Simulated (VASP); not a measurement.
# Al7N8 (a cell with a defect) in VASP: single point with PBE

Aim: the single point of Al7N8 (a cell with a defect) with PBE.

Everything below comes from runs of VASP 6.6.1. Logs are shortened: lines on timing, memory, paths and dates and some standing lists are left out, and cuts for length are marked.

## (1) The cell of the first run

The cell holds a defect, 15 atoms: a = 6.227 Å, b = 6.227 Å, c = 6.227 Å, α = 60.00°, β = 60.00°, γ = 60.00°.

## (2) Single point, PBE

Contents of INCAR:

```
SYSTEM = Al7N8
PREC = Accurate
ENCUT = 520
EDIFF = 1E-7
ISMEAR = 0
SIGMA = 0.05
LREAL = Auto
LASPH = .TRUE.
NELM = 60
ALGO = Normal
ISIF = 2
LWAVE = .FALSE.
LCHARG = .TRUE.
GGA = PE
LELF = .TRUE.
LVHAR = .TRUE.
NBANDS = 44
```

Contents of KPOINTS:

```
regular mesh
0
G
  4 4 4
  0 0 0
```

Contents of POSCAR:

```
Al7N8
1.0
   -4.4031742003      0.0000000000      4.4031742003
   -4.4031742003     -4.4031742003      0.0000000000
    0.0000000000     -4.4031742003      4.4031742003
Al N
7 8
Direct
    0.0361568433     -0.2861568433      0.5361568433
    0.0216436403      0.4753879725      0.0275804147
   -0.0095949320      0.0274618459     -0.0453287598
    0.5275804147      0.4753879725      0.5216436403
    0.4546712402      0.0274618459      0.4904050680
    0.5018610732      0.5144381694      0.0018610732
    0.5018610732     -0.0181603159      0.0018610732
    0.3652428025      0.4042561156      0.3823562271
    0.3652428025      0.8481448549      0.3823562271
    0.3943317167      0.3556682833      0.8943317167
    0.3625498346      0.8874501654      0.8625498346
    0.8873318179      0.3626681821      0.3873318179
    0.8264092188      0.9235907812      0.3264092188
    0.8823562271      0.4042561156      0.8652428025
    0.8823562271      0.8481448549      0.8652428025
```

Potentials or basis: VASP PAW PBE potentials, release 64 (Al, N).

Launch:

```console
$ cat potpaw_PBE.64/Al/POTCAR potpaw_PBE.64/N/POTCAR > POTCAR
$ mpirun -np 1 vasp_std > vasp.out
```

OUTCAR:

```text
SYSTEM = Al7N8
   PREC = Accurate
   ENCUT = 520
   EDIFF = 1E-7
   ISMEAR = 0
   LREAL = Auto
   LASPH = .TRUE.
   NELM = 60
   ISIF = 2
   GGA = PE

 ion  position               nearest neighbor table
   1  0.036  0.714  0.536-  13 1.85   8 2.18  14 2.18   9 2.18  15 2.18   4 2.63   2 2.63   3 3.23
                             5 3.23
   2  0.022  0.475  0.028-  12 1.83  10 1.90  14 1.92  15 1.92   1 2.63   6 3.04   7 3.04   4 3.08
                             3 3.15   3 3.15   4 3.15   7 3.20   6 3.20
   3  0.990  0.027  0.955-  11 1.90  13 1.90  15 1.94  14 1.94   5 2.89   6 3.05   7 3.05   2 3.15
                             2 3.15   7 3.20   6 3.20   1 3.23   5 3.34
   4  0.528  0.475  0.522-  12 1.83  10 1.90   8 1.92   9 1.92   1 2.63   6 3.04   7 3.04   2 3.08
                             5 3.15   5 3.15   2 3.15   7 3.20   6 3.20
   5  0.455  0.027  0.490-  11 1.90  13 1.90   9 1.94   8 1.94   3 2.89   6 3.05   7 3.05   4 3.15
                             4 3.15   7 3.20   6 3.20   1 3.23   3 3.34
   6  0.502  0.514  0.002-  11 1.90  10 1.91   8 1.94  14 1.94   7 2.91   4 3.04   2 3.04   5 3.05
                             3 3.05   4 3.20   2 3.20   5 3.20   3 3.20   7 3.32
   7  0.502  0.982  0.002-  11 1.90  10 1.91   9 1.94  15 1.94   6 2.91   4 3.04   2 3.04   5 3.05
                             3 3.05   2 3.20   4 3.20   5 3.20   3 3.20   6 3.32
   8  0.365  0.404  0.382-   4 1.92   6 1.94   5 1.94   1 2.18
   9  0.365  0.848  0.382-   4 1.92   7 1.94   5 1.94   1 2.18
  10  0.394  0.356  0.894-   2 1.90   4 1.90   6 1.91   7 1.91
  11  0.363  0.887  0.863-   3 1.90   5 1.90   7 1.90   6 1.90
  12  0.887  0.363  0.387-   2 1.83   4 1.83
  13  0.826  0.924  0.326-   1 1.85   3 1.90   5 1.90
  14  0.882  0.404  0.865-   2 1.92   6 1.94   3 1.94   1 2.18
  15  0.882  0.848  0.865-   2 1.92   7 1.94   3 1.94   1 2.18

  LATTYP: Found a face centered cubic cell.
 ALAT       =     8.8063484006

  Lattice vectors:

 A1 = (  -4.4031742003,   0.0000000000,   4.4031742003)
 A2 = (  -4.4031742003,  -4.4031742003,   0.0000000000)
 A3 = (   0.0000000000,  -4.4031742003,   4.4031742003)

Analysis of symmetry for initial positions (statically):
=====================================================================
 Subroutine PRICEL returns:
 Original cell was already a primitive cell.

 Routine SETGRP: Setting up the symmetry group for a
 face centered cubic supercell.

 Subroutine GETGRP returns: Found  4 space group operations
 (whereof  2 operations were pure point group operations)
 out of a pool of 48 trial point group operations.

The static configuration has the point symmetry C_1h.
 The point group associated with its full space group is C_2v.

[... 153 lines left out ...]
  volume/ion in A,a.u.               =      11.38        76.81
  Fermi-wavevector in a.u.,A,eV,Ry     =   1.161651  2.195202 18.360143  1.349432
  Thomas-Fermi vector in A             =   2.298220
   LORBIT       =      0    0 simple, 1 ext, 2 COOP (PROOUT), +10 PAW based schemes
   GGA     = PE    functional components
   LHFCALC =     F    Hartree Fock is set to
   AEXX    =    0.0000 exact exchange contribution
   IVDW    =     0    specifies the selected vdW correction
   LEPSILON=     F    determine dielectric tensor
   LRPA    =     F    only Hartree local field effects (RPA)
 non-spin polarized calculation
 Gauss-broadening in eV      SIGMA  =   0.05
  energy-cutoff  :      520.00
  volume of cell :      170.74
 maximum number of plane-waves:      4645
 NGX is ok and might be reduce to    48
   NGX = 23   NGY = 23   NGZ = 23

 number of electron      61.0000001 magnetization

 Free energy of the ion-electron system (eV)
  ---------------------------------------------------
  ext. energy  EPLUGINS =         0.00000000
  ---------------------------------------------------
  free energy    TOTEN  =      -103.45865820 eV

  energy without entropy =     -103.44747666  energy(sigma->0) =     -103.45306743

 E-fermi :   5.0458     XC(G=0): -10.5032

 val. band max:        5.0420998146   @ k =  -0.2500   0.5000   0.2500
 cond. band min:       5.0644121979   @ k =   0.5000   0.0000   0.5000
 fundamental gap:      0.0223123833
 Fermi energy:         5.0457985585

 k-point     1 :       0.0000    0.0000    0.0000
  band No.  band energies     occupation
      1      -9.9966      2.00000
      2      -8.2752      2.00000
      3      -8.0837      2.00000
      4      -8.0443      2.00000
      5      -7.7718      2.00000
      6      -7.5748      2.00000
[... 799 lines left out ...]
     41      13.2824      0.00000
     42      13.7956      0.00000
 [bands above 42 left out]

------------------------ aborting loop because EDIFF is reached ----------------------------------------

  FORCE on cell =-STRESS in cart. coord.  units (eV):
  Direction    XX          YY          ZZ          XY          YZ          ZX
  --------------------------------------------------------------------------------------
  -------------------------------------------------------------------------------------
  Total       -6.6853922     -6.6853922     -1.5510640     -3.4170145      0.0000000     -0.0000000
  in kB      -62.7349956    -62.7349956    -14.5550168    -32.0648934      0.0000000     -0.0000000
  external PRESSURE =     -46.6750027 kB  Pullay stress =       0.0000000 kB

 VOLUME and BASIS-vectors are now :
 -----------------------------------------------------------------------------
  energy-cutoff  :      520.00
  volume of cell :      170.74
      direct lattice vectors                 reciprocal lattice vectors
    -4.403174200  0.000000000  4.403174200    -0.113554444  0.113554444  0.113554444
    -4.403174200 -4.403174200  0.000000000    -0.113554444 -0.113554444 -0.113554444
     0.000000000 -4.403174200  4.403174200     0.113554444 -0.113554444  0.113554444

 POSITION                                       TOTAL-FORCE (eV/Angst)
 -----------------------------------------------------------------------------------
     -3.30238     -5.50397      2.52000        -0.000000     -0.000000     -0.002264
     -2.18852     -2.21466      0.21674        -0.004673      0.004673     -0.001887
     -4.48185     -4.32450      8.56451         0.000922     -0.000922      0.000567
     -4.41624     -4.39010      4.61992         0.004673     -0.004673     -0.001887
     -2.12292     -2.28026      4.16134        -0.000922      0.000922      0.000567
     -4.47494     -2.27336      2.21798        -0.000245     -0.000245     -0.005890
     -6.53299     -4.33141      2.21798         0.000245      0.000245     -0.005890
     -3.38824     -3.46359      3.29181        -0.003246      0.002524      0.008716
     -5.34276     -5.41811      3.29181        -0.002524      0.003246      0.008716
     -3.30238     -5.50397      5.67421         0.000000      0.000000      0.002027
     -5.50397     -7.70555      5.39433         0.000000      0.000000     -0.004280
     -5.50397     -3.30238      5.61257        -0.000000     -0.000000     -0.011775
     -7.70555     -5.50397      5.07606        -0.000000     -0.000000     -0.004153
     -5.66518     -5.58982      7.69498         0.002524     -0.003246      0.008716
     -7.61970     -7.54434      7.69498         0.003246     -0.002524      0.008716
 -----------------------------------------------------------------------------------
    total drift:                                0.000002      0.000002     -0.015321

  FREE ENERGIE OF THE ION-ELECTRON SYSTEM (eV)
  ---------------------------------------------------
  free  energy   TOTEN  =      -103.4586581990 eV

  energy  without entropy=     -103.4474766582  energy(sigma->0) =     -103.45306743
```

Run time: 2.4 min. Hardware: 1 thread of Intel Xeon 6975P-C (Granite Rapids), shared host; peak memory 0.34 GiB.

What came out:

```
Free energy   : -103.4587 eV
Pressure      : -4.7 GPa
Largest force : 0.012 eV/Å
```

Forces in eV/Å, atoms in the order of the input:
```
Al   0.000  0.000 -0.002
Al  -0.005  0.005 -0.002
Al   0.001 -0.001  0.001
Al   0.005 -0.005 -0.002
Al  -0.001  0.001  0.001
Al   0.000  0.000 -0.006
Al   0.000  0.000 -0.006
N   -0.003  0.003  0.009
N   -0.003  0.003  0.009
N    0.000  0.000  0.002
N    0.000  0.000 -0.004
N    0.000  0.000 -0.012
N    0.000  0.000 -0.004
N    0.003 -0.003  0.009
N    0.003 -0.003  0.009
```

Levels at points of the mesh, in eV from the Fermi level:
```
           k point  band 27  band 28  band 29  band 30  band 31  band 32  band 33  band 34
(0.00, 0.00, 0.00)    -0.55    -0.09     0.09     0.13     0.17     0.56     3.13     3.89
(0.50, 0.00, 0.00)    -1.02    -0.69    -0.51    -0.07    -0.04     0.47     4.84     5.55
(0.00, 0.50, 0.00)    -1.05    -0.94    -0.33    -0.16     0.07     0.19     4.82     5.74
(0.50, 0.50, 0.00)    -1.10    -0.94    -0.69    -0.16     0.04     0.07     5.35     5.89
(0.50, 0.00, 0.50)    -1.06    -1.05    -0.85    -0.63     0.02     0.33     5.06     5.99
```
